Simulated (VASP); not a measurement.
A run of VASP 6.6.1:

Contents of INCAR:

```
SYSTEM = Sb
PREC = Accurate ; ENCUT = 600
EDIFF = 1E-6 ; ISMEAR = -1
SIGMA = 0.05 ; LREAL = .FALSE.
LASPH = .TRUE. ; NELM = 60
ALGO = Normal ; ISIF = 3
LWAVE = .FALSE. ; LCHARG = .FALSE.
GGA = PE ; ALDAC = 0.0
AGGAC = 0.0 ; IBRION = 2
NSW = 60 ; EDIFFG = -0.01
```

Contents of KPOINTS:

```
Automatic mesh
0
G
  8 8 8
  0 0 0
```

File POSCAR:

```
Sb
1.0
    2.1542000000      1.2437279499      3.7580000000
   -2.1542000000      1.2437279499      3.7580000000
    0.0000000000     -2.4874558998      3.7580000000
Sb
2
Direct
    0.7665100000      0.7665100000      0.7665100000
    0.2334900000      0.2334900000      0.2334900000
```

Potentials or basis: VASP PAW PBE potentials, release 64 (Sb).

The run is started by

```sh
$ cat potpaw_PBE.64/Sb/POTCAR > POTCAR
$ mpirun -np 1 vasp_std > vasp.out
```

Hardware: 1 thread of Intel(R) Xeon(R) 6975P-C (Granite Rapids) (shared host).

**Question.** Estimate the wall time of this run.

**Answer.** Run time: 2.6 min on 1 thread of Intel(R) Xeon(R) 6975P-C (Granite Rapids), on a shared host, peak memory 0.23 GiB. Counts: scf iterations 144, k points 65, ion steps 19.
